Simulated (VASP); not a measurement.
# Co (P6_3/mmc) in VASP: notebook

The runs below take Co through single point, with PBE.

Program: VASP 6.6.1. These are calculated values, not measurements. Logs are shortened: lines on timing, memory, paths and dates and some standing lists are left out, and cuts for length are marked.

## 1. The cell of the first run

Symmetry: P6_3/mmc, No. 194, hexagonal system. Conventional cell: a = 2.493 Å, b = 2.493 Å, c = 4.032 Å, α = 90.00°, β = 90.00°, γ = 120.00°. Co (site symmetry -6m2) has 12 Co at 2.48 to 2.49 Å within 3.3 Å.

## 2. Single point, PBE, collinear spin, ferromagnetic start

Input file INCAR:

```
PREC = Accurate ; ENCUT = 520
EDIFF = 1E-6 ; ISMEAR = 0
SIGMA = 0.15 ; LREAL = False
LASPH = True ; NELM = 150
ALGO = Normal ; ISIF = 2
LWAVE = False ; LCHARG = False
ISPIN = 2 ; MAGMOM = 2.2 2.2
LORBIT = 11 ; NUPDOWN = 4.4
LMAXMIX = 4 ; GGA = PE
NBANDS = 20
```

Input file KPOINTS:

```
regular mesh
0
Gamma
  24 24 12
```

Input file POSCAR:

```
Co
1.0
    2.4932834166      0.0000000000      0.0000000000
   -1.2466417083      2.1592467776      0.0000000000
    0.0000000000      0.0000000000      4.0323930238
Co
2
Direct
    0.6666666667      0.3333333333      0.2500000000
    0.3333333333      0.6666666667      0.7500000000
```

Potentials or basis: VASP PAW PBE potentials, release 64 (Co).

On the command line:

```sh
> cat potpaw_PBE.64/Co/POTCAR > POTCAR
> mpirun -np 1 vasp_std > vasp.out
```

OUTCAR:

```text
PREC = Accurate
   ENCUT = 520
   EDIFF = 1E-6
   ISMEAR = 0
   LREAL = False
   LASPH = True
   NELM = 150
   ISIF = 2
   ISPIN = 2
   LORBIT = 11
   NUPDOWN = 4.4
   GGA = PE

 ion  position               nearest neighbor table
   1  0.667  0.333  0.250-   2 2.48   2 2.48   2 2.48   2 2.48   2 2.48   2 2.48
   2  0.333  0.667  0.750-   1 2.48   1 2.48   1 2.48   1 2.48   1 2.48   1 2.48

  LATTYP: Found a hexagonal cell.
 ALAT       =     2.4932834166
 C/A-ratio  =     1.6173023079

  Lattice vectors:

 A1 = (   2.4932834166,   0.0000000000,   0.0000000000)
 A2 = (  -1.2466417083,   2.1592467776,   0.0000000000)
 A3 = (   0.0000000000,   0.0000000000,   4.0323930238)

Analysis of symmetry for initial positions (statically):
=====================================================================
 Subroutine PRICEL returns:
 Original cell was already a primitive cell.

 Routine SETGRP: Setting up the symmetry group for a
 hexagonal supercell.

 Subroutine GETGRP returns: Found 24 space group operations
 (whereof 12 operations were pure point group operations)
 out of a pool of 24 trial point group operations.

The static configuration has the point symmetry D_3d.
 The point group associated with its full space group is D_6h.

Analysis of symmetry for dynamics (positions and initial velocities):
=====================================================================
 Subroutine PRICEL returns:
 Original cell was already a primitive cell.

 Routine SETGRP: Setting up the symmetry group for a
 hexagonal supercell.

 Subroutine GETGRP returns: Found 24 space group operations
 (whereof 12 operations were pure point group operations)
 out of a pool of 24 trial point group operations.

The dynamic configuration has the point symmetry D_3d.
 The point group associated with its full space group is D_6h.

Analysis of structural, dynamic, and magnetic symmetry:
=====================================================================
 Subroutine PRICEL returns:
 Original cell was already a primitive cell.

 Routine SETGRP: Setting up the symmetry group for a
 hexagonal supercell.

 Subroutine GETGRP returns: Found 24 space group operations
 (whereof 12 operations were pure point group operations)
 out of a pool of 24 trial point group operations.

The overall configuration has the point symmetry D_3d.
 The point group associated with its full space group is D_6h.

 Subroutine INISYM returns: Found 24 space group operations
 (whereof 12 operations are pure point group operations),
 and found     1 'primitive' translations

[... 110 lines left out ...]
   EFERMI_NEDOS =   21; number of points for ismear=-14 and -15
   IALGO  =     38    algorithm
   IMIX   =      4    mixing-type and parameters
     AMIX     =   0.40;   BMIX     =  1.00
     AMIX_MAG =   1.60;   BMIX_MAG =  1.00
  volume/ion in A,a.u.               =      10.85        73.25
  Fermi-wavevector in a.u.,A,eV,Ry     =   1.537990  2.906379 32.183385  2.365412
  Thomas-Fermi vector in A             =   2.644421
   LORBIT       =     11    0 simple, 1 ext, 2 COOP (PROOUT), +10 PAW based schemes
   GGA     = PE    functional components
   LHFCALC =     F    Hartree Fock is set to
   AEXX    =    0.0000 exact exchange contribution
   IVDW    =     0    specifies the selected vdW correction
   LEPSILON=     F    determine dielectric tensor
   LRPA    =     F    only Hartree local field effects (RPA)
 spin polarized calculation
 Gauss-broadening in eV      SIGMA  =   0.15
  energy-cutoff  :      520.00
  volume of cell :       21.71
 maximum number of plane-waves:       602
 NGX is ok and might be reduce to    20
   NGX =  9   NGY =  9   NGZ = 15

 number of electron      17.9999997 magnetization       4.3999999

 Free energy of the ion-electron system (eV)
  ---------------------------------------------------
  ext. energy  EPLUGINS =         0.00000000
  ---------------------------------------------------
  free energy    TOTEN  =       -13.47397058 eV

  energy without entropy =      -13.44968433  energy(sigma->0) =      -13.46182745

 E-fermi :   9.9550     XC(G=0): -13.4250

 val. band max:       12.0602190677   @ k =   0.3333   0.2083   0.2500
 cond. band min:       9.9581888386   @ k =   0.3333   0.2917   0.2500
 fundamental gap:     -2.1020302291
 Fermi energy:        12.0681745779

 spin component 1

 k-point     1 :       0.0000    0.0000    0.0000
  band No.  band energies     occupation
      1       1.1675      1.00000
      2       4.8308      1.00000
      3       7.2492      1.00000
      4       7.2492      1.00000
      5       7.2668      1.00000
      6       7.5523      1.00000
[... 541 lines left out ...]
     19      32.5420      0.00000
     20      34.5322      0.00000

 [... further k-points ...]

 spin component 2

 k-point     1 :       0.0000    0.0000    0.0000
  band No.  band energies     occupation
      1       1.5136      1.00000
      2       6.1603      1.00000
      3       9.3052      1.00000
      4       9.3589      1.00000
      5       9.3589      1.00000
      6       9.7187      0.98707
[... 541 lines left out ...]
     19      33.3453      0.00000
     20      35.1831      0.00000

 [... further k-points ...]
[... 5 lines left out ...]
  --------------------------------------------------------------------------------------
  -------------------------------------------------------------------------------------
  Total        1.5108408      1.5108408      2.1353322      0.0000000     -0.0000000     -0.0000000
  in kB      111.5045254    111.5045254    157.5938461      0.0000000     -0.0000000     -0.0000000
  external PRESSURE =     126.8676323 kB  Pullay stress =       0.0000000 kB

 VOLUME and BASIS-vectors are now :
 -----------------------------------------------------------------------------
  energy-cutoff  :      520.00
  volume of cell :       21.71
      direct lattice vectors                 reciprocal lattice vectors
     2.493283417  0.000000000  0.000000000     0.401077548  0.231562230  0.000000000
    -1.246641708  2.159246778  0.000000000     0.000000000  0.463124461  0.000000000
     0.000000000  0.000000000  4.032393024     0.000000000  0.000000000  0.247991700

 POSITION                                       TOTAL-FORCE (eV/Angst)
 -----------------------------------------------------------------------------------
      1.24664      0.71975      1.00810         0.000000     -0.000000      0.000000
     -0.00000      1.43950      3.02429        -0.000000      0.000000      0.000000
 -----------------------------------------------------------------------------------
    total drift:                                0.000000     -0.000000     -0.000000

  FREE ENERGIE OF THE ION-ELECTRON SYSTEM (eV)
  ---------------------------------------------------
  free  energy   TOTEN  =       -13.4739705753 eV

  energy  without entropy=      -13.4496843338  energy(sigma->0) =      -13.46182745

 total charge

# of ion       s       p       d       tot
------------------------------------------
    1        0.511   0.572   7.169   8.253
    2        0.511   0.572   7.169   8.253
--------------------------------------------------
tot          1.023   1.144  14.339  16.506

 magnetization (x)

# of ion       s       p       d       tot
------------------------------------------
    1        0.015   0.034   2.120   2.169
    2        0.015   0.034   2.120   2.169
--------------------------------------------------
tot          0.029   0.068   4.241   4.338
```

stdout:

```text
POSCAR found type information on POSCAR Co
 POSCAR found :  1 types and       2 ions
 scaLAPACK will be used
 LDA part: xc-table for (Slater+PW92), standard interpolation
 POSCAR, INCAR and KPOINTS ok, starting setup
 FFT: planning ... GRIDC
 FFT: planning ... GRID_SOFT
 FFT: planning ... GRID
 WAVECAR not read
 entering main loop
```

It took 4.3 min on 1 thread of Intel Xeon 6975P-C, shared host; peak memory 0.35 GiB.

Results:

```
Free energy                                           : -13.4740 eV
Pressure                                              : 12.7 GPa
Net moment                                            : 4.40 μB per cell
Site moments                                          : Co +2.17 μB
Valence electrons inside the program's atomic spheres : Co 8.25
```

Stress tensor (GPa, compression positive):
```
11.15  0.00  0.00
 0.00 11.15  0.00
 0.00  0.00 15.76
```

Caveat: the total moment is fixed, so each spin has its own Fermi level.

## 3. Single point, PBE, collinear spin, ferromagnetic start

This run uses another cell than the first one, of 8.14 Å³/atom, 0.750 times its volume.

Input file INCAR:

```
SYSTEM = Co
  PREC = Accurate
  ENCUT = 520
  EDIFF = 1E-7
  ISMEAR = 0
  SIGMA = 0.15
  LREAL = .FALSE.
  LASPH = .TRUE.
  NELM = 150
  ALGO = Normal
  ISIF = 2
  LWAVE = .FALSE.
  LCHARG = .FALSE.
  ISPIN = 2
  MAGMOM = 0.825 0.825
  LORBIT = 11
  NUPDOWN = 1.65
  LMAXMIX = 4
  GGA = PE
  NBANDS = 20
```

Input file KPOINTS:

```
Automatic mesh
0
G
  24 24 12
  0 0 0
```

Input file POSCAR:

```
Co
1.0
    2.2653151917      0.0000000000      0.0000000000
   -1.1326575959      1.9618205036      0.0000000000
    0.0000000000      0.0000000000      3.6636994876
Co
2
Direct
    0.6666666667      0.3333333333      0.2500000000
    0.3333333333      0.6666666667      0.7500000000
```

Potentials or basis: VASP PAW PBE potentials, release 64 (Co).

On the command line:

```sh
> cat potpaw_PBE.64/Co/POTCAR > POTCAR
> mpirun -np 1 vasp_std > vasp.out
```

It took 3.9 min on 1 thread of Intel Xeon 6975P-C, shared host; peak memory 0.3 GiB.

The run converged. Its results:

| Property | Result |
| --- | --- |
| Free energy | -12.5935 eV |
| Pressure | 108.6 GPa |
| Net moment | 1.65 μB per cell |
| Site moments | Co +0.80 μB |

Stress tensor (GPa, compression positive):
```
108.77   0.00   0.00
  0.00 108.77   0.00
  0.00   0.00 108.34
```

Caveat: the total moment is fixed, so each spin has its own Fermi level.

## 4. Single point, PBE, collinear spin, ferromagnetic start

This run uses another cell than the first one, of 8.14 Å³/atom, 0.750 times its volume.

Input file INCAR:

```
SYSTEM = Co
  ALGO = Normal
  EDIFF = 1E-6
  ENCUT = 520
  GGA = PE
  ISIF = 2
  ISMEAR = 0
  ISPIN = 2
  LASPH = .TRUE.
  LCHARG = .FALSE.
  LMAXMIX = 4
  LORBIT = 11
  LREAL = .FALSE.
  LWAVE = .FALSE.
  MAGMOM = 1.925 1.925
  NBANDS = 20
  NELM = 150
  NUPDOWN = 3.85
  PREC = Accurate
  SIGMA = 0.15
```

Input file KPOINTS:

```
k-points
0
G
  24 24 12
  0 0 0
```

POSCAR is that of step 3.

On the command line:

```sh
> cat potpaw_PBE.64/Co/POTCAR > POTCAR
> mpirun -np 1 vasp_std > vasp.out
```

Run time: 3.1 min. Hardware: 1 thread of Intel Xeon 6975P-C, shared host; peak memory 0.3 GiB.

Results (log left out):

```yaml
Free_energy: -11.9889 eV
Pressure: 139.2 GPa
Net_moment: 3.85 μB per cell
Site_moments: Co +1.89 μB
```

Stress tensor (GPa, compression positive):
```
136.76   0.00   0.00
  0.00 136.76   0.00
  0.00   0.00 143.98
```

Caveat: the total moment is fixed, so each spin has its own Fermi level.

## 5. Single point, PBE, collinear spin, ferromagnetic start

This run uses another cell than the first one, of 8.14 Å³/atom, 0.750 times its volume.

Input file INCAR:

```
SYSTEM = Co
PREC     = Accurate       ! precision mode
ENCUT    = 520            ! plane-wave cutoff, eV
EDIFF    = 1E-6           ! SCF threshold, eV
ISMEAR   = 0              ! smearing method
SIGMA    = 0.15           ! smearing width, eV
LREAL    = .False.        ! projectors in reciprocal space
LASPH    = .True.         ! aspherical terms in the spheres
NELM     = 150            ! most SCF steps
ALGO     = Normal         ! electronic algorithm
ISIF     = 2              ! what is computed and relaxed
LWAVE    = .False.        ! write WAVECAR
LCHARG   = .False.        ! write CHGCAR
ISPIN    = 2              ! spin polarisation
MAGMOM   = 0.275 0.275    ! initial moments
LORBIT   = 11             ! projections on sites
NUPDOWN  = 0.55           ! fixed moment
LMAXMIX  = 4              ! l up to which the mixer works
GGA      = PE             ! functional
NBANDS   = 20             ! bands
```

Input file KPOINTS:

```
regular mesh
0
Gamma
  24 24 12
  0 0 0
```

POSCAR is that of step 4.

On the command line:

```sh
> cat potpaw_PBE.64/Co/POTCAR > POTCAR
> mpirun -np 1 vasp_std > vasp.out
```

Run time: 3.4 min. Hardware: 1 thread of Intel Xeon 6975P-C, shared host; peak memory 0.3 GiB.

Results (log left out):

- Free energy: -12.5634 eV
- Pressure: 103.8 GPa
- Net moment: 0.55 μB per cell
- Site moments: Co +0.27 μB
- Valence electrons inside the program's atomic spheres: Co 9.01

Stress tensor (GPa, compression positive):
```
103.86   0.00   0.00
  0.00 103.86   0.00
  0.00   0.00 103.66
```

Caveat: the total moment is fixed, so each spin has its own Fermi level.

## 6. Single point, PBE, collinear spin, ferromagnetic start

Input file INCAR:

```
PREC     = Accurate       # precision mode
ENCUT    = 520            # plane-wave cutoff, eV
EDIFF    = 1E-6           # SCF threshold, eV
ISMEAR   = 0              # smearing method
SIGMA    = 0.15           # smearing width, eV
LREAL    = False          # projectors in reciprocal space
LASPH    = True           # aspherical terms in the spheres
NELM     = 150            # most SCF steps
ALGO     = Fast           # electronic algorithm
ISIF     = 2              # what is computed and relaxed
LWAVE    = False          # write WAVECAR
LCHARG   = False          # write CHGCAR
ISPIN    = 2              # spin polarisation
MAGMOM   = 1.65 1.65      # initial moments
LORBIT   = 11             # projections on sites
NUPDOWN  = 3.3            # fixed moment
LMAXMIX  = 4              # l up to which the mixer works
GGA      = PE             # functional
NBANDS   = 20             # bands
```

Input file KPOINTS:

```
Automatic mesh
0
Gamma
  24 24 12
```

Input file POSCAR:

```
Co
1.0
    2.4932834166      0.0000000000      0.0000000000
   -1.2466417083      2.1592467776      0.0000000000
    0.0000000000      0.0000000000      4.0323930238
Co
2
Direct
    0.6666666667      0.3333333333      0.2500000000
    0.3333333333      0.6666666667      0.7500000000
```

Potentials or basis: VASP PAW PBE potentials, release 64 (Co).

On the command line:

```sh
> cat potpaw_PBE.64/Co/POTCAR > POTCAR
> mpirun -np 1 vasp_std > vasp.out
```

Run time: 2.6 min. Hardware: 1 thread of Intel Xeon 6975P-C (Granite Rapids), shared host; peak memory 0.35 GiB.

The run converged. Its results:

```
Free energy                                           : -14.0777 eV
Pressure                                              : 0.2 GPa
Net moment                                            : 3.30 μB per cell
Site moments                                          : Co +1.67 μB
Valence electrons inside the program's atomic spheres : Co 8.27
```

Stress tensor (GPa, compression positive):
```
0.09 0.00 0.00
0.00 0.09 0.00
0.00 0.00 0.56
```

Caveat: the total moment is fixed, so each spin has its own Fermi level.

## 7. The runs side by side

```tsv
fixed moment (μB)	cell	pressure (GPa)	moment (μB)
4.4	a = 2.493, b = 2.493, c = 4.032 Å, angles 90.0, 90.0, 120.0°, 2 atoms	12.7	4.40
1.65	a = 2.265, b = 2.265, c = 3.664 Å, angles 90.0, 90.0, 120.0°, 2 atoms	108.6	1.65
3.85	a = 2.265, b = 2.265, c = 3.664 Å, angles 90.0, 90.0, 120.0°, 2 atoms	139.2	3.85
0.55	a = 2.265, b = 2.265, c = 3.664 Å, angles 90.0, 90.0, 120.0°, 2 atoms	103.8	0.55
3.3	a = 2.493, b = 2.493, c = 4.032 Å, angles 90.0, 90.0, 120.0°, 2 atoms	0.2	3.30
```

Alike in all rows: task single point; level PBE; potentials or basis VASP PAW PBE potentials, release 64 (Co); spin collinear, ferromagnetic start; k mesh 24 × 24 × 12; cutoff (eV) 520; smearing gaussian 0.15 eV.

Caveats: the total moment is fixed, so each spin has its own Fermi level.

Absolute energies hang on the potentials; compare differences alone.
